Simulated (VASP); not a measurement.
# Ga2O3 (R-3c) in VASP: single point with PBE

Aim: the single point of Ga2O3 with PBE.

Program: VASP 6.6.1. These are calculated values, not measurements. Logs are shortened: lines on timing, memory, paths and dates and some standing lists are left out, and cuts for length are marked.

**1. The cell of the first run**

Symmetry: R-3c, No. 167, trigonal system. Conventional cell: a = 4.950 Å, b = 4.950 Å, c = 13.306 Å, α = 90.00°, β = 90.00°, γ = 120.00°. Within 2.5 Å of Ga (site symmetry 3) lie 6 O at 1.91 to 2.06 Å. O (site symmetry 2) has 4 Ga at 1.91 to 2.06 Å and 4 O at 2.60 to 2.69 Å within 2.7 Å.

**2. Single point, PBE (strained cell)**

INCAR

```
SYSTEM = Ga2O3
PREC = Accurate ; ENCUT = 1340
EDIFF = 1E-6 ; ISMEAR = 0
SIGMA = 0.02 ; LREAL = .FALSE.
LASPH = .TRUE. ; NELM = 120
ALGO = Normal ; ISIF = 2
LWAVE = .FALSE. ; LCHARG = .TRUE.
GGA = PE ; LELF = .TRUE.
LVHAR = .TRUE. ; NBANDS = 55
GGA_COMPAT = .FALSE.
```

KPOINTS

```
Automatic mesh
0
G
  6 6 6
  0 0 0
```

POSCAR

```
Ga2O3
1.0
    2.4749501535      1.4289131374      4.4353549177
   -2.4749501535      1.4289131374      4.4353549177
    0.0000000000     -2.8578262748      4.4353549177
Ga O
4 6
Direct
    0.8559483354      0.8559483354      0.8559483354
    0.6440516646      0.6440516646      0.6440516646
    0.1440516646      0.1440516646      0.1440516646
    0.3559483354      0.3559483354      0.3559483354
    0.0531162131      0.4468837869      0.7500000000
    0.7500000000      0.0531162131      0.4468837869
    0.4468837869      0.7500000000      0.0531162131
    0.9468837869      0.5531162131      0.2500000000
    0.2500000000      0.9468837869      0.5531162131
    0.5531162131      0.2500000000      0.9468837869
```

Potentials or basis: VASP PAW PBE potentials, release 64 (Ga_d, O_h).

Run with:

```console
cat potpaw_PBE.64/Ga_d/POTCAR potpaw_PBE.64/O_h/POTCAR > POTCAR
mpirun -np 1 vasp_std > vasp.out
```

OUTCAR:

```text
SYSTEM = Ga2O3
   PREC = Accurate
   ENCUT = 1340
   EDIFF = 1E-6
   ISMEAR = 0
   LREAL = .FALSE.
   LASPH = .TRUE.
   NELM = 120
   ISIF = 2
   GGA = PE

 ion  position               nearest neighbor table
   1  0.856  0.856  0.856-  10 1.91   8 1.91   9 1.91   5 2.06   7 2.06   6 2.06   2 2.82   3 2.92
                             3 2.92   3 2.92
   2  0.644  0.644  0.644-   9 1.91   8 1.91  10 1.91   5 2.06   6 2.06   7 2.06   1 2.82   4 2.92
                             4 2.92   4 2.92
   3  0.144  0.144  0.144-   7 1.91   5 1.91   6 1.91   8 2.06  10 2.06   9 2.06   4 2.82   1 2.92
                             1 2.92   1 2.92
   4  0.356  0.356  0.356-   6 1.91   5 1.91   7 1.91   8 2.06   9 2.06  10 2.06   3 2.82   2 2.92
                             2 2.92   2 2.92
   5  0.053  0.447  0.750-   3 1.91   4 1.91   1 2.06   2 2.06
   6  0.750  0.053  0.447-   4 1.91   3 1.91   2 2.06   1 2.06
   7  0.447  0.750  0.053-   3 1.91   4 1.91   1 2.06   2 2.06
   8  0.947  0.553  0.250-   1 1.91   2 1.91   3 2.06   4 2.06
   9  0.250  0.947  0.553-   2 1.91   1 1.91   4 2.06   3 2.06
  10  0.553  0.250  0.947-   1 1.91   2 1.91   3 2.06   4 2.06

  LATTYP: Found a trigonal (rhomboedric) cell.
 ALAT       =     5.2763191964
 COS(alpha) =     0.5599512546

  Lattice vectors:

 A1 = (   2.4749501535,   1.4289131374,   4.4353549177)
 A2 = (  -2.4749501535,   1.4289131374,   4.4353549177)
 A3 = (   0.0000000000,  -2.8578262748,   4.4353549177)

Analysis of symmetry for initial positions (statically):
=====================================================================
 Subroutine PRICEL returns:
 Original cell was already a primitive cell.

 Routine SETGRP: Setting up the symmetry group for a
 trigonal (rhombohedral) supercell.

 Subroutine GETGRP returns: Found 12 space group operations
 (whereof  6 operations were pure point group operations)
 out of a pool of 12 trial point group operations.

The static configuration has the point symmetry S_6 .
 The point group associated with its full space group is D_3d.

Analysis of symmetry for dynamics (positions and initial velocities):
=====================================================================
 Subroutine PRICEL returns:
 Original cell was already a primitive cell.

 Routine SETGRP: Setting up the symmetry group for a
 trigonal (rhombohedral) supercell.

 Subroutine GETGRP returns: Found 12 space group operations
 (whereof  6 operations were pure point group operations)
 out of a pool of 12 trial point group operations.

The dynamic configuration has the point symmetry S_6 .
 The point group associated with its full space group is D_3d.

 Subroutine INISYM returns: Found 12 space group operations
 (whereof  6 operations are pure point group operations),
 and found     1 'primitive' translations

----------------------------------------------------------------------------------------

                                     Primitive cell

  volume of cell :      94.1135

  direct lattice vectors                    reciprocal lattice vectors
     2.474950154  1.428913137  4.435354918     0.202024271  0.116638767  0.075153700
    -2.474950154  1.428913137  4.435354918    -0.202024271  0.116638767  0.075153700
     0.000000000 -2.857826275  4.435354918     0.000000000 -0.233277534  0.075153700

  length of vectors
     5.276319196  5.276319196  5.276319196     0.245084652  0.245084652  0.245084652

  position of ions in fractional coordinates (direct lattice)
     0.855948335  0.855948335  0.855948335
     0.644051665  0.644051665  0.644051665
     0.144051665  0.144051665  0.144051665
     0.355948335  0.355948335  0.355948335
     0.053116213  0.446883787  0.750000000
     0.750000000  0.053116213  0.446883787
     0.446883787  0.750000000  0.053116213
     0.946883787  0.553116213  0.250000000
     0.250000000  0.946883787  0.553116213
     0.553116213  0.250000000  0.946883787

  ion indices of the primitive-cell ions
   primitive index   ion index
                 1           1
                 2           2
                 3           3
                 4           4
                 5           5
                 6           6
                 7           7
                 8           8
                 9           9
                10          10

----------------------------------------------------------------------------------------

 KPOINTS: Automatic mesh

Automatic generation of k-mesh.
 Grid dimensions read from file:
 generate k-points for:    6    6    6

 Generating k-lattice:

  Cartesian coordinates                     Fractional coordinates (reciprocal lattice)
     0.033670712  0.019439795  0.012525617     0.166666667 -0.000000000  0.000000000
    -0.033670712  0.019439795  0.012525617    -0.000000000  0.166666667  0.000000000
     0.000000000 -0.038879589  0.012525617     0.000000000  0.000000000  0.166666667

  Length of vectors
     0.040847442  0.040847442  0.040847442

  Shift w.r.t. Gamma in fractional coordinates (k-lattice)
     0.000000000  0.000000000  0.000000000

 Subroutine IBZKPT returns following result:
 ===========================================

 Found     32 irreducible k-points:

 Following reciprocal coordinates:
            Coordinates               Weight
  0.000000  0.000000  0.000000      1.000000
  0.166667  0.000000  0.000000      6.000000
  0.333333  0.000000 -0.000000      6.000000
  0.500000  0.000000  0.000000      3.000000
  0.166667  0.166667  0.000000      6.000000
  0.333333  0.166667  0.000000     12.000000
[... 16 lines left out ...]
  0.500000  0.500000  0.166667      6.000000
 -0.333333  0.500000  0.166667     12.000000
 [... further k-points ...]
   k-points           NKPTS =     32   k-points in BZ     NKDIM =     32   number of bands    NBANDS=     55
   number of dos      NEDOS =    301   number of ions     NIONS =     10
   total plane-waves  NPLWV = 262144
   dimension x,y,z NGX =    64 NGY =   64 NGZ =   64
   dimension x,y,z NGXF=   128 NGYF=  128 NGZF=  128
   ions per type =               4   6
   NGX,Y,Z   is equivalent  to a cutoff of  20.17, 20.17, 20.17 a.u.
   NGXF,Y,Z  is equivalent  to a cutoff of  40.33, 40.33, 40.33 a.u.
 SYSTEM =  Ga2O3
   PREC   = accura    normal or accurate (medium, high low for compatibility)
   ISTART =      0    job   : 0-new  1-cont  2-samecut
   ICHARG =      2    charge: 1-file 2-atom 10-const
   ISPIN  =      1    spin polarized calculation?
   LNONCOLLINEAR =      F non collinear calculations
   LSORBIT =      F    spin-orbit coupling
   LASPH  =      T    aspherical Exc in radial PAW
   ENCUT  = 1340.0 eV  98.49 Ry    9.92 a.u.  15.75 15.75 15.75*2*pi/ulx,y,z
   NELM   =    120;   NELMIN=  2; NELMDL= -5     # of ELM steps
   EDIFF  = 0.1E-05   stopping-criterion for ELM
   LREAL  =      F    real-space projection
   EDIFFG = 0.1E-04   stopping-criterion for IOM
   NSW    =      0    number of steps for IOM
   IBRION =     -1    ionic relax: 0-MD 1-quasi-New 2-CG
   NFREE  =      0    steps in history (QN), initial steepest desc. (CG)
   ISIF   =      2    stress and relaxation
   ISYM   =      2    0-nonsym 1-usesym 2-fastsym
   POTIM  = 0.5000    time-step for ionic-motion
   TEBEG  =    0.0;   TEEND  =   0.0 temperature during run
   PSTRESS=    0.0 pullay stress
   NELECT =      88.0000    total number of electrons
   NUPDOWN=      -1.0000    fix difference up-down
   EMIN   =  10.00;   EMAX   =-10.00  energy-range for DOS
   EFERMI =   0.00;   METHOD = LEGACY
   ISMEAR =     0;   SIGMA  =   0.02  broadening in eV -4-tet -1-fermi 0-gaus
   EFERMI_NEDOS =   21; number of points for ismear=-14 and -15
   IALGO  =     38    algorithm
   IMIX   =      4    mixing-type and parameters
     AMIX     =   0.40;   BMIX     =  1.00
     AMIX_MAG =   1.60;   BMIX_MAG =  1.00
  volume/ion in A,a.u.               =       9.41        63.51
  Fermi-wavevector in a.u.,A,eV,Ry     =   1.600854  3.025176 34.868110  2.562734
  Thomas-Fermi vector in A             =   2.697924
   LORBIT       =      0    0 simple, 1 ext, 2 COOP (PROOUT), +10 PAW based schemes
   GGA     = PE    functional components
   LHFCALC =     F    Hartree Fock is set to
   AEXX    =    0.0000 exact exchange contribution
   IVDW    =     0    specifies the selected vdW correction
   LEPSILON=     F    determine dielectric tensor
   LRPA    =     F    only Hartree local field effects (RPA)
 non-spin polarized calculation
 Gauss-broadening in eV      SIGMA  =   0.02
  energy-cutoff  :     1340.00
  volume of cell :       94.11
 maximum number of plane-waves:     10539
   NGX = 31   NGY = 31   NGZ = 31

 number of electron      88.0000002 magnetization

 Free energy of the ion-electron system (eV)
  ---------------------------------------------------
  ext. energy  EPLUGINS =         0.00000000
  ---------------------------------------------------
  free energy    TOTEN  =       -59.11234863 eV

  energy without entropy =      -59.11234863  energy(sigma->0) =      -59.11234863

 E-fermi :   5.4675     XC(G=0): -12.3451

 val. band max:        5.3072802276   @ k =  -0.1667   0.1667   0.0000
 cond. band min:       8.4116115029   @ k =   0.0000   0.0000   0.0000
 fundamental gap:      3.1043312753
 Fermi energy:         5.4675254839

 k-point     1 :       0.0000    0.0000    0.0000
  band No.  band energies     occupation
      1     -13.9026      2.00000
      2     -11.7924      2.00000
      3     -11.7924      2.00000
      4     -11.7665      2.00000
      5     -11.7448      2.00000
      6     -11.7448      2.00000
[... 47 lines left out ...]
     54      16.6813      0.00000
     55      17.9553      0.00000

 k-point     2 :       0.1667    0.0000    0.0000
  band No.  band energies     occupation
      1     -13.7716      2.00000
      2     -11.9367      2.00000
      3     -11.8062      2.00000
      4     -11.8022      2.00000
      5     -11.7536      2.00000
      6     -11.7319      2.00000
[... 47 lines left out ...]
     54      17.2920      0.00000
     55      17.7591      0.00000

 k-point     3 :       0.3333    0.0000   -0.0000
  band No.  band energies     occupation
      1     -13.4042      2.00000
      2     -12.3381      2.00000
      3     -11.8427      2.00000
      4     -11.8334      2.00000
      5     -11.7606      2.00000
      6     -11.7452      2.00000
[... 1152 lines left out ...]
 k-point    23 :       0.5000    0.5000    0.1667
  band No.  band energies     occupation
      1     -13.0208      2.00000
      2     -12.4143      2.00000
      3     -12.1002      2.00000
      4     -11.9009      2.00000
      5     -11.8431      2.00000
      6     -11.7494      2.00000
[... 47 lines left out ...]
     54      17.7337      0.00000
     55      17.8807      0.00000

 k-point    24 :      -0.3333    0.5000    0.1667
  band No.  band energies     occupation
      1     -12.8172      2.00000
      2     -12.4886      2.00000
      3     -12.1741      2.00000
      4     -12.0355      2.00000
      5     -11.7870      2.00000
      6     -11.7385      2.00000
[... 47 lines left out ...]
     54      17.5746      0.00000
     55      17.9068      0.00000

 [... further k-points ...]
[... 5 lines left out ...]
  --------------------------------------------------------------------------------------
  -------------------------------------------------------------------------------------
  Total        9.8517553      9.8517553      8.9612780      0.0000000      0.0000000      0.0000000
  in kB      167.7151464    167.7151464    152.5557624      0.0000000      0.0000000      0.0000000
  external PRESSURE =     162.6620184 kB  Pullay stress =       0.0000000 kB

 VOLUME and BASIS-vectors are now :
 -----------------------------------------------------------------------------
  energy-cutoff  :     1340.00
  volume of cell :       94.11
      direct lattice vectors                 reciprocal lattice vectors
     2.474950154  1.428913137  4.435354918     0.202024271  0.116638767  0.075153700
    -2.474950154  1.428913137  4.435354918    -0.202024271  0.116638767  0.075153700
     0.000000000 -2.857826275  4.435354918     0.000000000 -0.233277534  0.075153700

 POSITION                                       TOTAL-FORCE (eV/Angst)
 -----------------------------------------------------------------------------------
      0.00000      0.00000     11.38930         0.000000      0.000000      0.029657
      0.00000      0.00000      8.56979         0.000000      0.000000     -0.029657
      0.00000      0.00000      1.91676         0.000000      0.000000     -0.029657
      0.00000      0.00000      4.73627         0.000000     -0.000000      0.029657
     -0.97456     -1.42891      5.54419         0.010207      0.000000      0.000000
      1.72475     -0.12953      5.54419        -0.005103      0.008839     -0.000000
     -0.75020      1.55845      5.54419        -0.005103     -0.008839     -0.000000
      0.97456      1.42891      7.76187        -0.010207      0.000000      0.000000
     -1.72475      0.12953      7.76187         0.005103     -0.008839     -0.000000
      0.75020     -1.55845      7.76187         0.005103      0.008839     -0.000000
 -----------------------------------------------------------------------------------
    total drift:                               -0.000000     -0.000000     -0.000000

  FREE ENERGIE OF THE ION-ELECTRON SYSTEM (eV)
  ---------------------------------------------------
  free  energy   TOTEN  =       -59.1123486318 eV

  energy  without entropy=      -59.1123486318  energy(sigma->0) =      -59.11234863
```

Wall time 8.3 min (1 thread of Intel Xeon 6975P-C (Granite Rapids), shared host); peak memory 0.84 GiB.

Results:

| Quantity | Value |
| --- | --- |
| Free energy | -59.1123 eV |
| Pressure | 16.3 GPa |
| Largest force | 0.030 eV/Å |
| Band gap on the k mesh | 3.10 eV (least direct gap 3.37 eV) |

Forces in eV/Å, atoms in the order of the input:
```
Ga   0.000  0.000  0.030
Ga   0.000  0.000 -0.030
Ga   0.000  0.000 -0.030
Ga   0.000  0.000  0.030
O    0.010  0.000  0.000
O   -0.005  0.009  0.000
O   -0.005 -0.009  0.000
O   -0.010  0.000  0.000
O    0.005 -0.009  0.000
O    0.005  0.009  0.000
```

Stress tensor (GPa, compression positive):
```
16.77  0.00  0.00
 0.00 16.77  0.00
 0.00  0.00 15.26
```

Caveat: the cell differs from its parent crystal (strained cell); the cell stands under pressure. A k mesh can miss the band edges.
